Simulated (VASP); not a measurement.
# BN (Qingsongite) (I-4m2) in VASP: a series of runs

The runs below take BN (Qingsongite) through single point, relaxation of the atoms, with PBE.

Everything below comes from runs of VASP 6.6.1. Logs are shortened: lines on timing, memory, paths and dates and some standing lists are left out, and cuts for length are marked.

**1. The cell of the first run**

Symmetry: I-4m2, No. 119, tetragonal system. Conventional cell: a = 2.556 Å, b = 2.556 Å, c = 3.543 Å, α = 90.00°, β = 90.00°, γ = 90.00°. Within 2.1 Å of B (site symmetry -4m2) lie 4 N at 1.55 Å. Within 2.1 Å of N (site symmetry -4m2) lie 4 B at 1.55 Å.

**2. Single point, PBE (z stretched by -2 %, then relaxed in part)**

Contents of INCAR:

```
  PREC = Accurate
  ENCUT = 520
  EDIFF = 1E-7
  ISMEAR = -1
  SIGMA = 0.02
  LREAL = F
  LASPH = T
  NELM = 100
  ALGO = Normal
  ISIF = 2
  LWAVE = F
  LCHARG = F
  GGA = PE
  NBANDS = 11
```

Contents of KPOINTS:

```
Automatic mesh
0
Gamma
  14 14 14
```

Contents of POSCAR:

```
BN
1.0
    0.0000000000      1.8075000000      1.7713500000
    1.8075000000      0.0000000000      1.7713500000
    1.8075000000      1.8075000000      0.0000000000
B N
1 1
Direct
    0.0000000000      0.0000000000      0.0000000000
    0.2500000000      0.2500000000      0.2500000000
```

Potentials or basis: VASP PAW PBE potentials, release 64 (B, N).

Run with:

```bash
cat potpaw_PBE.64/B/POTCAR potpaw_PBE.64/N/POTCAR > POTCAR
mpirun -np 1 vasp_std > vasp.out
```

OUTCAR:

```text
PREC = Accurate
   ENCUT = 520
   EDIFF = 1E-7
   ISMEAR = -1
   LREAL = F
   LASPH = T
   NELM = 100
   ISIF = 2
   GGA = PE

 ion  position               nearest neighbor table
   1  0.000  0.000  0.000-   2 1.55   2 1.55   2 1.55   2 1.55
   2  0.250  0.250  0.250-   1 1.55   1 1.55   1 1.55   1 1.55

  LATTYP: Found a body centered tetragonal cell.
 ALAT       =     2.5561910140
 C/A-ratio  =     1.3859292911

  Lattice vectors:

 A1 = (   0.0000000000,  -1.8075000000,  -1.7713500000)
 A2 = (   0.0000000000,   1.8075000000,  -1.7713500000)
 A3 = (   1.8075000000,   0.0000000000,   1.7713500000)

Analysis of symmetry for initial positions (statically):
=====================================================================
 Subroutine PRICEL returns:
 Original cell was already a primitive cell.

 Routine SETGRP: Setting up the symmetry group for a
 body centered tetragonal supercell.

 Subroutine GETGRP returns: Found  8 space group operations
 (whereof  8 operations were pure point group operations)
 out of a pool of 16 trial point group operations.

The static configuration has the point symmetry D_2d.

Analysis of symmetry for dynamics (positions and initial velocities):
=====================================================================
 Subroutine PRICEL returns:
 Original cell was already a primitive cell.

 Routine SETGRP: Setting up the symmetry group for a
 body centered tetragonal supercell.

 Subroutine GETGRP returns: Found  8 space group operations
 (whereof  8 operations were pure point group operations)
 out of a pool of 16 trial point group operations.

The dynamic configuration has the point symmetry D_2d.

 Subroutine INISYM returns: Found  8 space group operations
 (whereof  8 operations are pure point group operations),
 and found     1 'primitive' translations

----------------------------------------------------------------------------------------

                                     Primitive cell

  volume of cell :      11.5742

  direct lattice vectors                    reciprocal lattice vectors
     0.000000000  1.807500000  1.771350000    -0.276625173  0.276625173  0.282270585
     1.807500000  0.000000000  1.771350000     0.276625173 -0.276625173  0.282270585
     1.807500000  1.807500000  0.000000000     0.276625173  0.276625173 -0.282270585

  length of vectors
     2.530758201  2.530758201  2.556191014     0.482410256  0.482410256  0.482410256

  position of ions in fractional coordinates (direct lattice)
     0.000000000  0.000000000  0.000000000
     0.250000000  0.250000000  0.250000000

  ion indices of the primitive-cell ions
   primitive index   ion index
                 1           1
                 2           2

----------------------------------------------------------------------------------------

 KPOINTS: Automatic mesh

Automatic generation of k-mesh.
 Grid dimensions read from file:
 generate k-points for:   14   14   14

 Generating k-lattice:

  Cartesian coordinates                     Fractional coordinates (reciprocal lattice)
    -0.019758941  0.019758941  0.020162185     0.071428571  0.000000000  0.000000000
     0.019758941 -0.019758941  0.020162185     0.000000000  0.071428571  0.000000000
     0.019758941  0.019758941 -0.020162185     0.000000000  0.000000000  0.071428571

  Length of vectors
     0.034457875  0.034457875  0.034457875

  Shift w.r.t. Gamma in fractional coordinates (k-lattice)
     0.000000000  0.000000000  0.000000000

 Subroutine IBZKPT returns following result:
 ===========================================

 Found    244 irreducible k-points:

 Following reciprocal coordinates:
            Coordinates               Weight
  0.000000  0.000000  0.000000      1.000000
  0.071429 -0.000000  0.000000      8.000000
  0.142857 -0.000000  0.000000      8.000000
  0.214286  0.000000  0.000000      8.000000
  0.285714  0.000000  0.000000      8.000000
  0.357143 -0.000000  0.000000      8.000000
[... 16 lines left out ...]
  0.214286  0.142857  0.000000      8.000000
  0.285714  0.142857  0.000000      8.000000
 [... further k-points ...]
   k-points           NKPTS =    244   k-points in BZ     NKDIM =    244   number of bands    NBANDS=     11
   number of dos      NEDOS =    301   number of ions     NIONS =      2
   total plane-waves  NPLWV =   8000
   dimension x,y,z NGX =    20 NGY =   20 NGZ =   20
   dimension x,y,z NGXF=    40 NGYF=   40 NGZF=   40
   ions per type =               1   1
   NGX,Y,Z   is equivalent  to a cutoff of  13.14, 13.14, 13.01 a.u.
   NGXF,Y,Z  is equivalent  to a cutoff of  26.28, 26.28, 26.01 a.u.
 SYSTEM =  unknown system
   PREC   = accura    normal or accurate (medium, high low for compatibility)
   ISTART =      0    job   : 0-new  1-cont  2-samecut
   ICHARG =      2    charge: 1-file 2-atom 10-const
   ISPIN  =      1    spin polarized calculation?
   LNONCOLLINEAR =      F non collinear calculations
   LSORBIT =      F    spin-orbit coupling
   LASPH  =      T    aspherical Exc in radial PAW
   ENCUT  =  520.0 eV  38.22 Ry    6.18 a.u.   4.71  4.71  4.75*2*pi/ulx,y,z
   NELM   =    100;   NELMIN=  2; NELMDL= -5     # of ELM steps
   EDIFF  = 0.1E-06   stopping-criterion for ELM
   LREAL  =      F    real-space projection
   EDIFFG = 0.1E-05   stopping-criterion for IOM
   NSW    =      0    number of steps for IOM
   IBRION =     -1    ionic relax: 0-MD 1-quasi-New 2-CG
   NFREE  =      0    steps in history (QN), initial steepest desc. (CG)
   ISIF   =      2    stress and relaxation
   ISYM   =      2    0-nonsym 1-usesym 2-fastsym
   POTIM  = 0.5000    time-step for ionic-motion
   TEBEG  =    0.0;   TEEND  =   0.0 temperature during run
   PSTRESS=    0.0 pullay stress
   NELECT =       8.0000    total number of electrons
   NUPDOWN=      -1.0000    fix difference up-down
   EMIN   =  10.00;   EMAX   =-10.00  energy-range for DOS
   EFERMI =   0.00;   METHOD = LEGACY
   ISMEAR =    -1;   SIGMA  =   0.02  broadening in eV -4-tet -1-fermi 0-gaus
   EFERMI_NEDOS =   21; number of points for ismear=-14 and -15
   IALGO  =     38    algorithm
   IMIX   =      4    mixing-type and parameters
     AMIX     =   0.40;   BMIX     =  1.00
     AMIX_MAG =   1.60;   BMIX_MAG =  1.00
  volume/ion in A,a.u.               =       5.79        39.05
  Fermi-wavevector in a.u.,A,eV,Ry     =   1.447464  2.735311 28.506282  2.095153
  Thomas-Fermi vector in A             =   2.565416
   LORBIT       =      0    0 simple, 1 ext, 2 COOP (PROOUT), +10 PAW based schemes
   GGA     = PE    functional components
   LHFCALC =     F    Hartree Fock is set to
   AEXX    =    0.0000 exact exchange contribution
   IVDW    =     0    specifies the selected vdW correction
   LEPSILON=     F    determine dielectric tensor
   LRPA    =     F    only Hartree local field effects (RPA)
 non-spin polarized calculation
  energy-cutoff  :      520.00
  volume of cell :       11.57
 maximum number of plane-waves:       323
   NGX =  9   NGY =  9   NGZ =  9

 number of electron       7.9999998 magnetization

 Free energy of the ion-electron system (eV)
  ---------------------------------------------------
  ext. energy  EPLUGINS =         0.00000000
  ---------------------------------------------------
  free energy    TOTEN  =       -17.43263927 eV

  energy without entropy =      -17.43263927  energy(sigma->0) =      -17.43263927

 E-fermi :   8.2011     XC(G=0): -12.9226

 val. band max:        7.7849206380   @ k =   0.0000   0.0000   0.0000
 cond. band min:      11.9012258370   @ k =   0.5000   0.5000   0.0000
 fundamental gap:      4.1163051990
 Fermi energy:         8.2011343968

 k-point     1 :       0.0000    0.0000    0.0000
  band No.  band energies     occupation
      1     -12.8076      2.00000
      2       7.5894      2.00000
      3       7.5894      2.00000
      4       7.7849      2.00000
      5      16.4784      0.00000
      6      16.6227      0.00000
      7      16.6227      0.00000
      8      18.3321      0.00000
      9      32.7917      0.00000
     10      35.1467      0.00000
     11      35.9326      0.00000

 k-point     2 :       0.0714   -0.0000    0.0000
  band No.  band energies     occupation
      1     -12.6813      2.00000
      2       6.9494      2.00000
      3       7.4457      2.00000
      4       7.5992      2.00000
      5      16.6510      0.00000
      6      16.8293      0.00000
      7      16.8469      0.00000
      8      18.7381      0.00000
      9      32.5963      0.00000
     10      33.3427      0.00000
     11      34.0337      0.00000

 k-point     3 :       0.1429   -0.0000    0.0000
  band No.  band energies     occupation
      1     -12.3054      2.00000
      2       5.2733      2.00000
      3       7.0781      2.00000
      4       7.2531      2.00000
      5      16.9931      0.00000
      6      17.3366      0.00000
      7      17.3464      0.00000
      8      19.7806      0.00000
      9      31.8807      0.00000
     10      32.0107      0.00000
     11      32.5649      0.00000

 k-point     4 :       0.2143    0.0000    0.0000
  band No.  band energies     occupation
      1     -11.6914      2.00000
      2       3.1815      2.00000
      3       6.6167      2.00000
      4       6.8290      2.00000
      5      17.2985      0.00000
      6      17.8870      0.00000
      7      17.9456      0.00000
      8      20.9690      0.00000
      9      31.2518      0.00000
     10      31.3647      0.00000
     11      31.8760      0.00000
[... 239 lines left out ...]
 k-point    22 :       0.1429    0.1429    0.0000
  band No.  band energies     occupation
      1     -12.1197      2.00000
      2       6.1485      2.00000
      3       6.1485      2.00000
      4       6.1938      2.00000
      5      15.6249      0.00000
      6      18.5808      0.00000
      7      18.5808      0.00000
      8      19.6576      0.00000
      9      28.3993      0.00000
     10      34.3479      0.00000
     11      36.1149      0.00000

 k-point    23 :       0.2143    0.1429    0.0000
  band No.  band energies     occupation
      1     -11.6599      2.00000
      2       4.4824      2.00000
      3       5.5942      2.00000
      4       6.1714      2.00000
      5      15.5393      0.00000
      6      19.2043      0.00000
      7      19.3778      0.00000
      8      20.1678      0.00000
      9      27.4484      0.00000
     10      34.5773      0.00000
     11      35.4810      0.00000

 k-point    24 :       0.2857    0.1429    0.0000
  band No.  band energies     occupation
      1     -10.9743      2.00000
      2       2.5131      2.00000
      3       5.1338      2.00000
      4       5.8720      2.00000
      5      15.8384      0.00000
      6      19.6315      0.00000
      7      19.9597      0.00000
      8      20.6330      0.00000
      9      27.4972      0.00000
     10      34.4742      0.00000
     11      35.1196      0.00000

 [... further k-points ...]
[... 5 lines left out ...]
  --------------------------------------------------------------------------------------
  -------------------------------------------------------------------------------------
  Total        0.5249611      0.5249611      1.4133992      0.0000000      0.0000000      0.0000000
  in kB       72.6685915     72.6685915    195.6520683      0.0000000      0.0000000      0.0000000
  external PRESSURE =     113.6630838 kB  Pullay stress =       0.0000000 kB

 VOLUME and BASIS-vectors are now :
 -----------------------------------------------------------------------------
  energy-cutoff  :      520.00
  volume of cell :       11.57
      direct lattice vectors                 reciprocal lattice vectors
     0.000000000  1.807500000  1.771350000    -0.276625173  0.276625173  0.282270585
     1.807500000  0.000000000  1.771350000     0.276625173 -0.276625173  0.282270585
     1.807500000  1.807500000  0.000000000     0.276625173  0.276625173 -0.282270585

 POSITION                                       TOTAL-FORCE (eV/Angst)
 -----------------------------------------------------------------------------------
      0.00000      0.00000      0.00000         0.000000      0.000000      0.000000
      0.90375      0.90375      0.88567        -0.000000     -0.000000     -0.000000
 -----------------------------------------------------------------------------------
    total drift:                                0.000001      0.000001     -0.000001

  FREE ENERGIE OF THE ION-ELECTRON SYSTEM (eV)
  ---------------------------------------------------
  free  energy   TOTEN  =       -17.4326392730 eV

  energy  without entropy=      -17.4326392730  energy(sigma->0) =      -17.43263927
```

Run time: 21 s. Hardware: 1 thread of Intel Xeon Platinum 8488C (Sapphire Rapids), shared host; peak memory 0.14 GiB.

What came out:

* Free energy: -17.4326 eV
* Pressure: 11.4 GPa
* Band gap on the k mesh: 4.12 eV, indirect (least direct gap 8.69 eV)

Levels at points of the mesh, in eV from the valence-band top:
```csv
k point,band 1,band 2,band 3,band 4,band 5,band 6,band 7,band 8
"(0.00, 0.00, 0.00)",-20.59,-0.20,-0.20,0.00,8.69,8.84,8.84,10.55
"(0.50, 0.00, 0.00)",-16.28,-11.01,-2.26,-1.95,10.10,10.57,10.99,15.34
"(0.50, 0.50, 0.00)",-14.72,-8.98,-5.32,-5.32,4.12,8.90,18.13,18.13
"(0.50, 0.00, 0.50)",-14.96,-9.28,-5.04,-5.04,4.47,9.38,17.91,18.22
```

Caveat: the cell differs from its parent crystal (z stretched by -2 %, then relaxed in part).

**3. Relaxation of the atoms, PBE (z stretched by -3 %)**

Contents of INCAR:

```
PREC     = Accurate       # precision mode
ENCUT    = 520            # plane-wave cutoff, eV
EDIFF    = 1E-6           # SCF threshold, eV
ISMEAR   = -1             # smearing method
SIGMA    = 0.02           # smearing width, eV
LREAL    = F              # projectors in reciprocal space
LASPH    = T              # aspherical terms in the spheres
NELM     = 60             # most SCF steps
ALGO     = Normal         # electronic algorithm
ISIF     = 2              # what is computed and relaxed
LWAVE    = F              # write WAVECAR
LCHARG   = F              # write CHGCAR
GGA      = PE             # functional
IBRION   = 2              # ionic algorithm
NSW      = 80             # ionic steps
EDIFFG   = -0.02          # ionic threshold
```

KPOINTS is that of step 2.

Contents of POSCAR:

```
BN
1.0
    0.0000000000      1.8075000000      1.7532750000
    1.8075000000      0.0000000000      1.7532750000
    1.8075000000      1.8075000000      0.0000000000
B N
1 1
Direct
    0.0000000000      0.0000000000      0.0000000000
    0.2500000000      0.2500000000      0.2500000000
```

Potentials or basis: VASP PAW PBE potentials, release 64 (B, N).

Run with:

```bash
cat potpaw_PBE.64/B/POTCAR potpaw_PBE.64/N/POTCAR > POTCAR
mpirun -np 1 vasp_std > vasp.out
```

It took 14 s on 1 thread of Intel Xeon Platinum 8488C (Sapphire Rapids), shared host; peak memory 0.13 GiB.

Results (log left out):

```
Free energy             : -17.4149 eV
Pressure after relaxing : 15.7 GPa
Band gap on the k mesh  : 3.94 eV, indirect (least direct gap 8.63 eV)
```

Stress tensor (GPa, compression positive):
```
 9.55  0.00  0.00
 0.00  9.55  0.00
 0.00  0.00 27.98
```

Final structure:
```yaml
crystal:
  lattice:
    - [0.00000, 1.80750, 1.75327]
    - [1.80750, 0.00000, 1.75327]
    - [1.80750, 1.80750, 0.00000]
  atoms:
    - { symbol: B, position: [0.00000, 0.00000, 0.00000] }
    - { symbol: N, position: [0.25000, 0.25000, 0.25000] }
```

Levels at points of the mesh, in eV from the valence-band top:
| k point | band 1 | band 2 | band 3 | band 4 | band 5 | band 6 | band 7 | band 8 |
| --- | --- | --- | --- | --- | --- | --- | --- | --- |
| (0.00, 0.00, 0.00) | -20.78 | -0.29 | -0.29 | 0.00 | 8.63 | 8.85 | 8.85 | 10.65 |
| (0.50, 0.00, 0.00) | -16.41 | -11.17 | -2.43 | -1.96 | 10.00 | 10.50 | 11.21 | 15.38 |
| (0.50, 0.50, 0.00) | -14.76 | -9.01 | -5.53 | -5.53 | 3.94 | 8.72 | 18.24 | 18.24 |
| (0.50, 0.00, 0.50) | -15.12 | -9.46 | -5.11 | -5.10 | 4.48 | 9.46 | 17.90 | 18.37 |

Caveat: the cell differs from its parent crystal (z stretched by -3 %); the relaxation stopped at its first step, so nothing moved. A k mesh can miss the band edges.
